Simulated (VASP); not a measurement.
# Fe (Im-3m) in VASP: further runs

Fe is run at these levels: PBEsol+D4, BLYP+D4, PBE; tasks: single point.

Everything below comes from runs of VASP 6.6.1. Logs are shortened: lines on timing, memory, paths and dates and some standing lists are left out, and cuts for length are marked.

### 1 The cell of the first run

Symmetry: Im-3m, No. 229, cubic system. Conventional cell: a = 2.905 Å, b = 2.905 Å, c = 2.905 Å, α = 90.00°, β = 90.00°, γ = 90.00°. Fe (site symmetry m-3m) has 14 Fe at 2.52 to 2.91 Å within 3.3 Å.

### 2 Single point, PBEsol+D4, collinear spin, ferromagnetic start

Input file INCAR:

```
SYSTEM = Fe
ALGO = Normal
EDIFF = 1E-6
ENCUT = 690
GGA = PS
GGA_COMPAT = .FALSE.
ISIF = 2
ISMEAR = -1
ISPIN = 2
IVDW = 13
LASPH = .TRUE.
LCHARG = .FALSE.
LMAXMIX = 4
LORBIT = 11
LREAL = .FALSE.
LWAVE = .FALSE.
MAGMOM = 3
NBANDS = 18
NELM = 200
PREC = Accurate
SIGMA = 0.05
```

Input file KPOINTS:

```
k-points
0
G
  13 13 13
  0 0 0
```

Input file POSCAR:

```
Fe
1.0
   -1.4525565699      1.4525565699      1.4525565699
    1.4525565699     -1.4525565699      1.4525565699
    1.4525565699      1.4525565699     -1.4525565699
Fe
1
Direct
    0.0000000000      0.0000000000      0.0000000000
```

Potentials or basis: VASP PAW PBE potentials, release 64 (Fe_sv).

Started as:

```bash
$ cat potpaw_PBE.64/Fe_sv/POTCAR > POTCAR
$ mpirun -np 1 vasp_std > vasp.out
```

OUTCAR:

```text
SYSTEM = Fe
   EDIFF = 1E-6
   ENCUT = 690
   GGA = PS
   ISIF = 2
   ISMEAR = -1
   ISPIN = 2
   IVDW = 13
   LASPH = .TRUE.
   LORBIT = 11
   LREAL = .FALSE.
   NELM = 200
   PREC = Accurate

 ion  position               nearest neighbor table
   1  0.000  0.000  0.000-

  LATTYP: Found a body centered cubic cell.
 ALAT       =     2.9051131398

  Lattice vectors:

 A1 = (  -1.4525565699,   1.4525565699,   1.4525565699)
 A2 = (   1.4525565699,  -1.4525565699,   1.4525565699)
 A3 = (   1.4525565699,   1.4525565699,  -1.4525565699)

Analysis of symmetry for initial positions (statically):
=====================================================================
 Subroutine PRICEL returns:
 Original cell was already a primitive cell.

 Routine SETGRP: Setting up the symmetry group for a
 body centered cubic supercell.

 Subroutine GETGRP returns: Found 48 space group operations
 (whereof 48 operations were pure point group operations)
 out of a pool of 48 trial point group operations.

The static configuration has the point symmetry O_h .

Analysis of symmetry for dynamics (positions and initial velocities):
=====================================================================
 Subroutine PRICEL returns:
 Original cell was already a primitive cell.

 Routine SETGRP: Setting up the symmetry group for a
 body centered cubic supercell.

 Subroutine GETGRP returns: Found 48 space group operations
 (whereof 48 operations were pure point group operations)
 out of a pool of 48 trial point group operations.

The dynamic configuration has the point symmetry O_h .

Analysis of structural, dynamic, and magnetic symmetry:
=====================================================================
 Subroutine PRICEL returns:
 Original cell was already a primitive cell.

 Routine SETGRP: Setting up the symmetry group for a
 body centered cubic supercell.

 Subroutine GETGRP returns: Found 48 space group operations
 (whereof 48 operations were pure point group operations)
 out of a pool of 48 trial point group operations.

The overall configuration has the point symmetry O_h .

 Subroutine INISYM returns: Found 48 space group operations
 (whereof 48 operations are pure point group operations),
 and found     1 'primitive' translations

----------------------------------------------------------------------------------------

                                     Primitive cell

  volume of cell :      12.2591

  direct lattice vectors                    reciprocal lattice vectors
    -1.452556570  1.452556570  1.452556570     0.000000000  0.344220673  0.344220673
     1.452556570 -1.452556570  1.452556570     0.344220673  0.000000000  0.344220673
     1.452556570  1.452556570 -1.452556570     0.344220673  0.344220673  0.000000000

  length of vectors
     2.515901780  2.515901780  2.515901780     0.486801544  0.486801544  0.486801544

  position of ions in fractional coordinates (direct lattice)
     0.000000000  0.000000000  0.000000000

  ion indices of the primitive-cell ions
   primitive index   ion index
                 1           1

----------------------------------------------------------------------------------------

 KPOINTS: k-points

Automatic generation of k-mesh.
 Grid dimensions read from file:
 generate k-points for:   13   13   13

 Generating k-lattice:

  Cartesian coordinates                     Fractional coordinates (reciprocal lattice)
     0.000000000  0.026478513  0.026478513     0.076923077  0.000000000  0.000000000
     0.026478513  0.000000000  0.026478513     0.000000000  0.076923077  0.000000000
     0.026478513  0.026478513  0.000000000     0.000000000  0.000000000  0.076923077

  Length of vectors
     0.037446273  0.037446273  0.037446273

  Shift w.r.t. Gamma in fractional coordinates (k-lattice)
     0.000000000  0.000000000  0.000000000

 Subroutine IBZKPT returns following result:
 ===========================================

 Found     84 irreducible k-points:

 Following reciprocal coordinates:
            Coordinates               Weight
  0.000000  0.000000  0.000000      1.000000
  0.076923  0.000000  0.000000     12.000000
  0.153846  0.000000  0.000000     12.000000
  0.230769  0.000000  0.000000     12.000000
  0.307692  0.000000  0.000000     12.000000
  0.384615  0.000000  0.000000     12.000000
[... 16 lines left out ...]
  0.153846  0.076923  0.076923     24.000000
  0.230769  0.076923  0.076923     24.000000
 [... further k-points ...]
   k-points           NKPTS =     84   k-points in BZ     NKDIM =     84   number of bands    NBANDS=     18
   number of dos      NEDOS =    301   number of ions     NIONS =      1
   total plane-waves  NPLWV =  13824
   dimension x,y,z NGX =    24 NGY =   24 NGZ =   24
   dimension x,y,z NGXF=    48 NGYF=   48 NGZF=   48
   ions per type =               1
   NGX,Y,Z   is equivalent  to a cutoff of  15.86, 15.86, 15.86 a.u.
   NGXF,Y,Z  is equivalent  to a cutoff of  31.72, 31.72, 31.72 a.u.
 SYSTEM =  Fe
   PREC   = accura    normal or accurate (medium, high low for compatibility)
   ISTART =      0    job   : 0-new  1-cont  2-samecut
   ICHARG =      2    charge: 1-file 2-atom 10-const
   ISPIN  =      2    spin polarized calculation?
   LNONCOLLINEAR =      F non collinear calculations
   LSORBIT =      F    spin-orbit coupling
   LASPH  =      T    aspherical Exc in radial PAW
   ENCUT  =  690.0 eV  50.71 Ry    7.12 a.u.   5.39  5.39  5.39*2*pi/ulx,y,z
   NELM   =    200;   NELMIN=  2; NELMDL= -5     # of ELM steps
   EDIFF  = 0.1E-05   stopping-criterion for ELM
   LREAL  =      F    real-space projection
   EDIFFG = 0.1E-04   stopping-criterion for IOM
   NSW    =      0    number of steps for IOM
   IBRION =     -1    ionic relax: 0-MD 1-quasi-New 2-CG
   NFREE  =      0    steps in history (QN), initial steepest desc. (CG)
   ISIF   =      2    stress and relaxation
   ISYM   =      2    0-nonsym 1-usesym 2-fastsym
   POTIM  = 0.5000    time-step for ionic-motion
   TEBEG  =    0.0;   TEEND  =   0.0 temperature during run
   PSTRESS=    0.0 pullay stress
   NELECT =      16.0000    total number of electrons
   NUPDOWN=      -1.0000    fix difference up-down
   EMIN   =  10.00;   EMAX   =-10.00  energy-range for DOS
   EFERMI =   0.00;   METHOD = LEGACY
   ISMEAR =    -1;   SIGMA  =   0.05  broadening in eV -4-tet -1-fermi 0-gaus
   EFERMI_NEDOS =   21; number of points for ismear=-14 and -15
   IALGO  =     38    algorithm
   IMIX   =      4    mixing-type and parameters
     AMIX     =   0.40;   BMIX     =  1.00
     AMIX_MAG =   1.60;   BMIX_MAG =  1.00
  volume/ion in A,a.u.               =      12.26        82.73
  Fermi-wavevector in a.u.,A,eV,Ry     =   1.789075  3.380861 43.549362  3.200788
  Thomas-Fermi vector in A             =   2.852122
   LORBIT       =     11    0 simple, 1 ext, 2 COOP (PROOUT), +10 PAW based schemes
   GGA     = PS    functional components
   LHFCALC =     F    Hartree Fock is set to
   AEXX    =    0.0000 exact exchange contribution
   IVDW    =    13    specifies the selected vdW correction
   LEPSILON=     F    determine dielectric tensor
   LRPA    =     F    only Hartree local field effects (RPA)
 spin polarized calculation
  energy-cutoff  :      690.00
  volume of cell :       12.26
 maximum number of plane-waves:       531
 NGX is ok and might be reduce to    24
   NGX = 11   NGY = 11   NGZ = 11

 number of electron      15.9999990 magnetization       2.3295712

 Free energy of the ion-electron system (eV)
  ---------------------------------------------------
  ext. energy  EPLUGINS =         0.00000000
  ---------------------------------------------------
  free energy    TOTEN  =        -8.92590473 eV

  energy without entropy =       -8.91580067  energy(sigma->0) =       -8.92085270

 E-fermi :  10.7166     XC(G=0): -13.4347

 val. band max:       10.7081803105   @ k =  -0.4615   0.4615   0.3846
 cond. band min:      10.7238109312   @ k =  -0.4615   0.4615   0.2308
 fundamental gap:      0.0156306207
 Fermi energy:        10.7165864227

 spin component 1

 k-point     1 :       0.0000    0.0000    0.0000
  band No.  band energies     occupation
      1     -77.0042      1.00000
      2     -42.9759      1.00000
      3     -42.9759      1.00000
      4     -42.9759      1.00000
      5       2.6185      1.00000
      6       8.5447      1.00000
[... 10 lines left out ...]
     17      41.1956      0.00000
     18      41.1957      0.00000

 k-point     2 :       0.0769    0.0000    0.0000
  band No.  band energies     occupation
      1     -77.0009      1.00000
      2     -42.9940      1.00000
      3     -42.9820      1.00000
      4     -42.9757      1.00000
      5       2.8484      1.00000
      6       8.4852      1.00000
[... 10 lines left out ...]
     17      40.4110      0.00000
     18      41.8086      0.00000
[... 442 lines left out ...]
 k-point    24 :       0.2308    0.0769    0.0769
  band No.  band energies     occupation
      1     -76.9625      1.00000
      2     -43.2021      1.00000
      3     -43.0464      1.00000
      4     -42.9912      1.00000
      5       5.9010      1.00000
      6       7.8004      1.00000
[... 10 lines left out ...]
     17      43.6762      0.00000
     18      46.9076      0.00000

 [... further k-points ...]

 spin component 2

 k-point     1 :       0.0000    0.0000    0.0000
  band No.  band energies     occupation
      1     -74.2307      1.00000
      2     -40.2525      1.00000
      3     -40.2525      1.00000
      4     -40.2525      1.00000
      5       2.8495      1.00000
      6      10.6341      0.83889
[... 10 lines left out ...]
     17      41.9988      0.00000
     18      41.9988      0.00000

 k-point     2 :       0.0769    0.0000    0.0000
  band No.  band energies     occupation
      1     -74.2270      1.00000
      2     -40.2729      1.00000
      3     -40.2592      1.00000
      4     -40.2522      1.00000
      5       3.0807      1.00000
      6      10.5606      0.95769
[... 10 lines left out ...]
     17      40.7411      0.00000
     18      42.5320      0.00000
[... 442 lines left out ...]
 k-point    24 :       0.2308    0.0769    0.0769
  band No.  band energies     occupation
      1     -74.1848      1.00000
      2     -40.5058      1.00000
      3     -40.3308      1.00000
      4     -40.2699      1.00000
      5       6.4008      1.00000
      6       9.7041      1.00000
[... 10 lines left out ...]
     17      44.0614      0.00000
     18      47.4615      0.00000

 [... further k-points ...]

------------------------ aborting loop because EDIFF is reached ----------------------------------------

  DFT-D4 for vdW energy calculation

  Edisp (eV):   -0.18949

  FORCE on cell =-STRESS in cart. coord.  units (eV):
  Direction    XX          YY          ZZ          XY          YZ          ZX
  --------------------------------------------------------------------------------------
  -------------------------------------------------------------------------------------
  Total      -1.77610    -1.77610    -1.77610     0.00000     0.00000    -0.00000
  in kB    -232.12362  -232.12362  -232.12362     0.00000     0.00000    -0.00000
  external pressure =     -232.12 kB  Pullay stress =        0.00 kB

 VOLUME and BASIS-vectors are now :
 -----------------------------------------------------------------------------
  energy-cutoff  :      690.00
  volume of cell :       12.26
      direct lattice vectors                 reciprocal lattice vectors
    -1.452556570  1.452556570  1.452556570     0.000000000  0.344220673  0.344220673
     1.452556570 -1.452556570  1.452556570     0.344220673  0.000000000  0.344220673
     1.452556570  1.452556570 -1.452556570     0.344220673  0.344220673  0.000000000

 POSITION                                       TOTAL-FORCE (eV/Angst)
 -----------------------------------------------------------------------------------
      0.00000      0.00000      0.00000        -0.000000      0.000000     -0.000000
 -----------------------------------------------------------------------------------
    total drift:                                0.000000      0.000000     -0.000000

  FREE ENERGIE OF THE ION-ELECTRON SYSTEM (eV)
  ---------------------------------------------------
  free  energy   TOTEN  =        -9.1153932576 eV

  energy  without entropy=       -9.1052892051  energy(sigma->0) =       -9.11034123

 total charge

# of ion       s       p       d       tot
------------------------------------------
    1        2.176   6.024   5.501  13.701

 magnetization (x)

# of ion       s       p       d       tot
------------------------------------------
    1       -0.001  -0.008   2.339   2.330
```

It took 25 s on 1 thread of Intel Xeon 6975P-C (Granite Rapids), shared host; peak memory 0.17 GiB.

Results:

| Property | Result |
| --- | --- |
| Free energy | -9.1154 eV |
| Pressure | -23.2 GPa |
| Net moment | 2.33 μB per cell |
| Site moments | Fe +2.33 μB |
| Valence electrons inside the program's atomic spheres | Fe 13.70 |
| Dispersion energy per atom | -0.189 eV |

Caveat: the cell stands under tension; the PAW data sets were made with another functional, which shifts forces and pressure a little.

[end of part 1 of 2]
